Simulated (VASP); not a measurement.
Si:

```xyz
2
Lattice="0.0000 2.6132 2.6132 2.6132 0.0000 2.6132 2.6132 2.6132 0.0000" Properties=species:S:1:pos:R:3 pbc="T T T"
Si    0.0000    0.0000    0.0000
Si    1.3066    1.3066    1.3066
```

This cell differs from its parent crystal: strain -4.0%.

Base run:

```yaml
Program: VASP 6.6.1
Functional: HSE06
Potentials_or_basis: VASP PAW PBE potentials, release 64 (Si)
Cutoff: 520 eV
k_mesh: 6 × 6 × 6
Occupations: gaussian, width 0.01 eV
Spin: no spin polarisation
```

Its results: band gap on the k mesh 1.04 eV, indirect (least direct gap 3.38 eV).

Q: The run is repeated on the same cell with these changes: functional from HSE06 to r2SCAN; further incar settings from ALGO = Normal; EDIFF = 1e-06; NBANDS = 11 to ALGO = Normal; EDIFF = 1e-08. What comes out?

A: Band gap on the k mesh 0.67 eV, indirect (least direct gap 2.80 eV).

Caveats: the gap is small at this level, which inflates the dielectric constant (some runs).

A k mesh can miss the band edges.
